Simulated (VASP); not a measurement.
# HfC (Fm-3m) in VASP: a series of runs, part 2 of 3

VASP 6.6.1.

## (4) Electric field gradients, PBE (volume scaled by 0.98)

The input, INCAR:

```
ALGO = Normal
EDIFF = 1E-8
ENCUT = 520
GGA = PE
ISIF = 2
ISMEAR = -1
LASPH = True
LCHARG = False
LEFG = True
LREAL = False
LWAVE = False
NBANDS = 14
NELM = 80
PREC = Accurate
SIGMA = 0.05
```

The input, KPOINTS:

```
k-points
0
Gamma
  15 15 15
```

The input, POSCAR:

```
HfC
1.0
    0.0000000000      2.3093955030      2.3093955030
    2.3093955030      0.0000000000      2.3093955030
    2.3093955030      2.3093955030      0.0000000000
Hf C
1 1
Direct
    0.5000000000      0.5000000000      0.5000000000
    0.0000000000      0.0000000000      0.0000000000
```

Potentials or basis: VASP PAW PBE potentials, release 64 (Hf_pv, C).

On the command line:

```bash
cat potpaw_PBE.64/Hf_pv/POTCAR potpaw_PBE.64/C/POTCAR > POTCAR
mpirun -np 1 vasp_std > vasp.out
```

OUTCAR:

```text
EDIFF = 1E-8
   ENCUT = 520
   GGA = PE
   ISIF = 2
   ISMEAR = -1
   LASPH = True
   LREAL = False
   NELM = 80
   PREC = Accurate

 ion  position               nearest neighbor table
   1  0.500  0.500  0.500-   2 2.31   2 2.31   2 2.31   2 2.31   2 2.31   2 2.31
   2  0.000  0.000  0.000-   1 2.31   1 2.31   1 2.31   1 2.31   1 2.31   1 2.31

  LATTYP: Found a face centered cubic cell.
 ALAT       =     4.6187910060

  Lattice vectors:

 A1 = (   0.0000000000,   2.3093955030,   2.3093955030)
 A2 = (   2.3093955030,   0.0000000000,   2.3093955030)
 A3 = (   2.3093955030,   2.3093955030,   0.0000000000)

Analysis of symmetry for initial positions (statically):
=====================================================================
 Subroutine PRICEL returns:
 Original cell was already a primitive cell.

 Routine SETGRP: Setting up the symmetry group for a
 face centered cubic supercell.

 Subroutine GETGRP returns: Found 48 space group operations
 (whereof 48 operations were pure point group operations)
 out of a pool of 48 trial point group operations.

The static configuration has the point symmetry O_h .

Analysis of symmetry for dynamics (positions and initial velocities):
=====================================================================
 Subroutine PRICEL returns:
 Original cell was already a primitive cell.

 Routine SETGRP: Setting up the symmetry group for a
 face centered cubic supercell.

 Subroutine GETGRP returns: Found 48 space group operations
 (whereof 48 operations were pure point group operations)
 out of a pool of 48 trial point group operations.

The dynamic configuration has the point symmetry O_h .

 Subroutine INISYM returns: Found 48 space group operations
 (whereof 48 operations are pure point group operations),
 and found     1 'primitive' translations

----------------------------------------------------------------------------------------

                                     Primitive cell

  volume of cell :      24.6334

  direct lattice vectors                    reciprocal lattice vectors
     0.000000000  2.309395503  2.309395503    -0.216506873  0.216506873  0.216506873
     2.309395503  0.000000000  2.309395503     0.216506873 -0.216506873  0.216506873
     2.309395503  2.309395503  0.000000000     0.216506873  0.216506873 -0.216506873

  length of vectors
     3.265978441  3.265978441  3.265978441     0.375000905  0.375000905  0.375000905

  position of ions in fractional coordinates (direct lattice)
     0.500000000  0.500000000  0.500000000
     0.000000000  0.000000000  0.000000000

  ion indices of the primitive-cell ions
   primitive index   ion index
                 1           1
                 2           2

----------------------------------------------------------------------------------------

 KPOINTS: k-points

Automatic generation of k-mesh.
 Grid dimensions read from file:
 generate k-points for:   15   15   15
[... 75 lines left out ...]
   NELECT =      14.0000    total number of electrons
   NUPDOWN=      -1.0000    fix difference up-down
   EMIN   =  10.00;   EMAX   =-10.00  energy-range for DOS
   EFERMI =   0.00;   METHOD = LEGACY
   ISMEAR =    -1;   SIGMA  =   0.05  broadening in eV -4-tet -1-fermi 0-gaus
   EFERMI_NEDOS =   21; number of points for ismear=-14 and -15
   IALGO  =     38    algorithm
   IMIX   =      4    mixing-type and parameters
     AMIX     =   0.40;   BMIX     =  1.00
     AMIX_MAG =   1.60;   BMIX_MAG =  1.00
  volume/ion in A,a.u.               =      12.32        83.12
  Fermi-wavevector in a.u.,A,eV,Ry     =   1.356050  2.562564 25.019385  1.838873
  Thomas-Fermi vector in A             =   2.483086
   LORBIT       =      0    0 simple, 1 ext, 2 COOP (PROOUT), +10 PAW based schemes
   GGA     = PE    functional components
   LHFCALC =     F    Hartree Fock is set to
   AEXX    =    0.0000 exact exchange contribution
   IVDW    =     0    specifies the selected vdW correction
   LEPSILON=     F    determine dielectric tensor
   LRPA    =     F    only Hartree local field effects (RPA)
 non-spin polarized calculation
  energy-cutoff  :      520.00
  volume of cell :       24.63
 maximum number of plane-waves:       680
   NGX = 13   NGY = 13   NGZ = 13

 number of electron      14.0000002 magnetization

 Free energy of the ion-electron system (eV)
  ---------------------------------------------------
  ext. energy  EPLUGINS =         0.00000000
  ---------------------------------------------------
  free energy    TOTEN  =       -21.03982609 eV

  energy without entropy =      -21.03674249  energy(sigma->0) =      -21.03828429

 E-fermi :   6.0763     XC(G=0): -12.3854

 val. band max:        6.0686039493   @ k =   0.4000   0.3333   0.0000
 cond. band min:       6.1095483491   @ k =   0.3333   0.2667   0.0000
 fundamental gap:      0.0409443998
 Fermi energy:         6.0763046830

 k-point     1 :       0.0000    0.0000    0.0000
  band No.  band energies     occupation
      1     -23.3629      2.00000
      2     -23.3629      2.00000
      3     -23.3629      2.00000
      4      -6.3023      2.00000
      5       7.1198      0.00000
      6       7.1198      0.00000
      7       7.1198      0.00000
      8       7.5076      0.00000
      9       7.5076      0.00000
     10       7.5076      0.00000
     11       9.5642      0.00000
     12       9.5642      0.00000
     13      13.1788      0.00000
     14      17.1697      0.00000
[... 377 lines left out ...]
      1     -23.5701      2.00000
      2     -23.4249      2.00000
      3     -23.4172      2.00000
      4      -5.3758      2.00000
      5       3.5964      2.00000
      6       5.3915      2.00000
      7       5.6637      1.99948
      8       6.8645      0.00000
      9       9.6585      0.00000
     10       9.9637      0.00000
     11      10.7403      0.00000
     12      12.5199      0.00000
     13      15.7982      0.00000
     14      19.6944      0.00000

 [... further k-points ...]
[... 5 lines left out ...]
  --------------------------------------------------------------------------------------
  -------------------------------------------------------------------------------------
  Total        0.6999313      0.6999313      0.6999313     -0.0000000      0.0000000      0.0000000
  in kB       45.5240674     45.5240674     45.5240674     -0.0000000      0.0000000      0.0000000
  external PRESSURE =      45.5240674 kB  Pullay stress =       0.0000000 kB

 VOLUME and BASIS-vectors are now :
 -----------------------------------------------------------------------------
  energy-cutoff  :      520.00
  volume of cell :       24.63
      direct lattice vectors                 reciprocal lattice vectors
     0.000000000  2.309395503  2.309395503    -0.216506873  0.216506873  0.216506873
     2.309395503  0.000000000  2.309395503     0.216506873 -0.216506873  0.216506873
     2.309395503  2.309395503  0.000000000     0.216506873  0.216506873 -0.216506873

 POSITION                                       TOTAL-FORCE (eV/Angst)
 -----------------------------------------------------------------------------------
      2.30940      2.30940      2.30940         0.000000     -0.000000     -0.000000
      0.00000      0.00000      0.00000         0.000000      0.000000      0.000000
 -----------------------------------------------------------------------------------
    total drift:                                0.000000     -0.000000      0.000000

  FREE ENERGIE OF THE ION-ELECTRON SYSTEM (eV)
  ---------------------------------------------------
  free  energy   TOTEN  =       -21.0398260910 eV

  energy  without entropy=      -21.0367424865  energy(sigma->0) =      -21.03828429

 Electric field gradients (V/A^2)
---------------------------------------------------------------------
 ion       V_xx      V_yy      V_zz      V_xy      V_xz      V_yz
---------------------------------------------------------------------
   1       0.000     0.000    -0.000    -0.000    -0.000    -0.000
   2       0.000     0.000     0.000     0.000     0.000     0.000
---------------------------------------------------------------------

 Electric field gradients after diagonalization (V/A^2)
 (convention: |V_zz| > |V_xx| > |V_yy|)
----------------------------------------------------------------------
 ion       V_xx      V_yy      V_zz     asymmetry (V_yy - V_xx)/ V_zz
----------------------------------------------------------------------
   1       0.000     0.000    -0.000       0.000
   2      -0.000    -0.000     0.001       0.000
----------------------------------------------------------------------

           NMR quadrupolar parameters

 Cq : quadrupolar parameter    Cq=e*Q*V_zz/h
 eta: asymmetry parameters     (V_yy - V_xx)/ V_zz
 Q  : nuclear electric quadrupole moment in mb (millibarn)
----------------------------------------------------------------------
 ion       Cq(MHz)       eta       Q (mb)
----------------------------------------------------------------------
   1      -0.000       0.000       1.000
   2       0.000       0.000       1.000
----------------------------------------------------------------------
```

OSZICAR:

```text
N       E                     dE             d eps       ncg     rms          rms(c)
DAV:   1     0.230852295351E+02    0.23085E+02   -0.78133E+03  3360   0.989E+02
DAV:   2    -0.227049459871E+02   -0.45790E+02   -0.43230E+02  4328   0.203E+02
DAV:   3    -0.241919624757E+02   -0.14870E+01   -0.14831E+01  4088   0.265E+01
DAV:   4    -0.241982400956E+02   -0.62776E-02   -0.62773E-02  3912   0.212E+00
DAV:   5    -0.241982792722E+02   -0.39177E-04   -0.39177E-04  4142   0.151E-01    0.590E+01
DAV:   6    -0.211003231222E+02    0.30980E+01   -0.11846E+01  3678   0.182E+01    0.421E+01
DAV:   7    -0.210539279522E+02    0.46395E-01   -0.53662E-01  4212   0.516E+00    0.250E+01
DAV:   8    -0.210456750997E+02    0.82529E-02   -0.63842E-02  4020   0.203E+00    0.602E+00
DAV:   9    -0.210400909856E+02    0.55841E-02   -0.20025E-02  3828   0.830E-01    0.205E+00
DAV:  10    -0.210398292860E+02    0.26170E-03   -0.12668E-03  4166   0.266E-01    0.470E-02
DAV:  11    -0.210398265837E+02    0.27022E-05   -0.68258E-05  4002   0.700E-02    0.211E-02
DAV:  12    -0.210398263057E+02    0.27808E-06   -0.22811E-06  4284   0.132E-02    0.115E-02
DAV:  13    -0.210398260992E+02    0.20642E-06   -0.16977E-07  3874   0.312E-03    0.187E-03
DAV:  14    -0.210398260826E+02    0.16658E-07   -0.74391E-09  3160   0.720E-04    0.825E-04
DAV:  15    -0.210398260910E+02   -0.83878E-08   -0.17391E-09  2370   0.365E-04
   1 F= -.21039826E+02 E0= -.21038284E+02  d E =-.308360E-02
```

It took 27 s on 1 thread of Intel Xeon Platinum 8488C (Sapphire Rapids), shared host; peak memory 0.17 GiB.

What came out:

```yaml
Free_energy: -21.0398 eV
Pressure: 4.6 GPa
Band_gap_on_the_k_mesh: zero (band 7 reaches 7.12 eV, above the bottom of band 8 at 5.68 eV)
```

Levels at points of the mesh, in eV from the Fermi level:
```
           k point  band 4  band 5  band 6  band 7  band 8  band 9  band 10  band 11
(0.00, 0.00, 0.00)  -12.38    1.04    1.04    1.04    1.43    1.43     1.43     3.49
```

Caveat: without QUAD_EFG the Cq values of the log hold for a quadrupole moment of 1 mb, not for the nuclei; spin-orbit coupling is left out, which moves the levels of the heavy elements.

## (5) Electric field gradients, PBE (volume scaled by 1.01)

INCAR is that of step 4.

KPOINTS is that of step 4.

The input, POSCAR:

```
HfC
1.0
    0.0000000000      2.3327243092      2.3327243092
    2.3327243092      0.0000000000      2.3327243092
    2.3327243092      2.3327243092      0.0000000000
Hf C
1 1
Direct
    0.5000000000      0.5000000000      0.5000000000
    0.0000000000      0.0000000000      0.0000000000
```

Potentials or basis: VASP PAW PBE potentials, release 64 (Hf_pv, C).

On the command line:

```bash
cat potpaw_PBE.64/Hf_pv/POTCAR potpaw_PBE.64/C/POTCAR > POTCAR
mpirun -np 1 vasp_std > vasp.out
```

OUTCAR:

```text
EDIFF = 1E-8
   ENCUT = 520
   GGA = PE
   ISIF = 2
   ISMEAR = -1
   LASPH = True
   LREAL = False
   NELM = 80
   PREC = Accurate

 ion  position               nearest neighbor table
   1  0.500  0.500  0.500-   2 2.33   2 2.33   2 2.33   2 2.33   2 2.33   2 2.33
   2  0.000  0.000  0.000-   1 2.33   1 2.33   1 2.33   1 2.33   1 2.33   1 2.33

  LATTYP: Found a face centered cubic cell.
 ALAT       =     4.6654486184

  Lattice vectors:

 A1 = (   0.0000000000,   2.3327243092,   2.3327243092)
 A2 = (   2.3327243092,   0.0000000000,   2.3327243092)
 A3 = (   2.3327243092,   2.3327243092,   0.0000000000)

Analysis of symmetry for initial positions (statically):
=====================================================================
 Subroutine PRICEL returns:
 Original cell was already a primitive cell.

 Routine SETGRP: Setting up the symmetry group for a
 face centered cubic supercell.

 Subroutine GETGRP returns: Found 48 space group operations
 (whereof 48 operations were pure point group operations)
 out of a pool of 48 trial point group operations.

The static configuration has the point symmetry O_h .

Analysis of symmetry for dynamics (positions and initial velocities):
=====================================================================
 Subroutine PRICEL returns:
 Original cell was already a primitive cell.

 Routine SETGRP: Setting up the symmetry group for a
 face centered cubic supercell.

 Subroutine GETGRP returns: Found 48 space group operations
 (whereof 48 operations were pure point group operations)
 out of a pool of 48 trial point group operations.

[... 167 lines left out ...]
     11       9.2365      0.00000
     12       9.2365      0.00000
     13      12.5877      0.00000
     14      16.8488      0.00000
[... 377 lines left out ...]
      1     -23.9274      2.00000
      2     -23.7990      2.00000
      3     -23.7921      2.00000
      4      -5.4964      2.00000
      5       3.4314      2.00000
      6       5.1891      2.00000
      7       5.4495      1.99929
      8       6.6441      0.00000
      9       9.3349      0.00000
     10       9.6320      0.00000
     11      10.3780      0.00000
     12      12.0283      0.00000
     13      15.2401      0.00000
     14      19.2742      0.00000

 [... further k-points ...]
[... 5 lines left out ...]
  --------------------------------------------------------------------------------------
  -------------------------------------------------------------------------------------
  Total       -0.4376802     -0.4376802     -0.4376802     -0.0000000     -0.0000000      0.0000000
  in kB      -27.6214965    -27.6214965    -27.6214965     -0.0000000     -0.0000000      0.0000000
  external PRESSURE =     -27.6214965 kB  Pullay stress =       0.0000000 kB

 VOLUME and BASIS-vectors are now :
 -----------------------------------------------------------------------------
  energy-cutoff  :      520.00
  volume of cell :       25.39
      direct lattice vectors                 reciprocal lattice vectors
     0.000000000  2.332724309  2.332724309    -0.214341660  0.214341660  0.214341660
     2.332724309  0.000000000  2.332724309     0.214341660 -0.214341660  0.214341660
     2.332724309  2.332724309  0.000000000     0.214341660  0.214341660 -0.214341660

 POSITION                                       TOTAL-FORCE (eV/Angst)
 -----------------------------------------------------------------------------------
      2.33272      2.33272      2.33272         0.000000      0.000000      0.000000
      0.00000      0.00000      0.00000        -0.000000     -0.000000     -0.000000
 -----------------------------------------------------------------------------------
    total drift:                                0.000000      0.000000      0.000000

  FREE ENERGIE OF THE ION-ELECTRON SYSTEM (eV)
  ---------------------------------------------------
  free  energy   TOTEN  =       -21.0438246267 eV

  energy  without entropy=      -21.0406875842  energy(sigma->0) =      -21.04225611

 Electric field gradients (V/A^2)
---------------------------------------------------------------------
 ion       V_xx      V_yy      V_zz      V_xy      V_xz      V_yz
---------------------------------------------------------------------
   1      -0.000     0.000    -0.000    -0.000    -0.000    -0.000
   2       0.000     0.000    -0.000    -0.000    -0.000    -0.000
---------------------------------------------------------------------

 Electric field gradients after diagonalization (V/A^2)
 (convention: |V_zz| > |V_xx| > |V_yy|)
----------------------------------------------------------------------
 ion       V_xx      V_yy      V_zz     asymmetry (V_yy - V_xx)/ V_zz
----------------------------------------------------------------------
   1       0.000     0.000    -0.000       0.000
   2       0.000     0.000    -0.000       0.000
----------------------------------------------------------------------

           NMR quadrupolar parameters

 Cq : quadrupolar parameter    Cq=e*Q*V_zz/h
 eta: asymmetry parameters     (V_yy - V_xx)/ V_zz
 Q  : nuclear electric quadrupole moment in mb (millibarn)
----------------------------------------------------------------------
 ion       Cq(MHz)       eta       Q (mb)
----------------------------------------------------------------------
   1      -0.000       0.000       1.000
   2      -0.000       0.000       1.000
----------------------------------------------------------------------
```

OSZICAR:

```text
N       E                     dE             d eps       ncg     rms          rms(c)
DAV:   1     0.219220888182E+02    0.21922E+02   -0.77028E+03  3376   0.978E+02
DAV:   2    -0.227178490876E+02   -0.44640E+02   -0.41824E+02  4316   0.196E+02
DAV:   3    -0.242285046098E+02   -0.15107E+01   -0.15052E+01  4046   0.263E+01
DAV:   4    -0.242352625965E+02   -0.67580E-02   -0.67575E-02  3900   0.218E+00
DAV:   5    -0.242353040254E+02   -0.41429E-04   -0.41428E-04  4070   0.154E-01    0.559E+01
DAV:   6    -0.211177140430E+02    0.31176E+01   -0.12084E+01  3642   0.182E+01    0.403E+01
DAV:   7    -0.210601737683E+02    0.57540E-01   -0.55896E-01  4206   0.522E+00    0.248E+01
DAV:   8    -0.210509789483E+02    0.91948E-02   -0.78169E-02  3912   0.224E+00    0.667E+00
DAV:   9    -0.210440718764E+02    0.69071E-02   -0.23281E-02  3888   0.920E-01    0.211E+00
DAV:  10    -0.210438283779E+02    0.24350E-03   -0.13618E-03  4212   0.274E-01    0.615E-02
DAV:  11    -0.210438251804E+02    0.31975E-05   -0.73755E-05  3918   0.711E-02    0.189E-02
DAV:  12    -0.210438248627E+02    0.31768E-06   -0.28417E-06  4218   0.147E-02    0.136E-02
DAV:  13    -0.210438246263E+02    0.23637E-06   -0.20588E-07  3926   0.345E-03    0.110E-03
DAV:  14    -0.210438246139E+02    0.12455E-07   -0.11065E-08  3360   0.854E-04    0.612E-04
DAV:  15    -0.210438246241E+02   -0.10188E-07   -0.23180E-09  2400   0.406E-04    0.143E-04
DAV:  16    -0.210438246267E+02   -0.26741E-08   -0.33708E-10  2208   0.152E-04
   1 F= -.21043825E+02 E0= -.21042256E+02  d E =-.313704E-02
```

stdout:

```text
POSCAR found type information on POSCAR HfC
 POSCAR found :  2 types and       2 ions
 scaLAPACK will be used
 LDA part: xc-table for (Slater+PW92), standard interpolation
 POSCAR, INCAR and KPOINTS ok, starting setup
 FFT: planning ... GRIDC
 FFT: planning ... GRID_SOFT
 FFT: planning ... GRID
 WAVECAR not read
 entering main loop
ion   1

ion   2
```

Run time: 58 s. Hardware: 1 thread of Intel Xeon Platinum 8488C (Sapphire Rapids), shared host; peak memory 0.19 GiB.

Results:

```yaml
Free_energy: -21.0438 eV
Pressure: -2.8 GPa
Band_gap_on_the_k_mesh: zero (band 7 reaches 6.87 eV, above the bottom of band 8 at 5.45 eV)
```

Caveat: without QUAD_EFG the Cq values of the log hold for a quadrupole moment of 1 mb, not for the nuclei; spin-orbit coupling is left out, which moves the levels of the heavy elements.

(Part 2 of 3 ends here.)
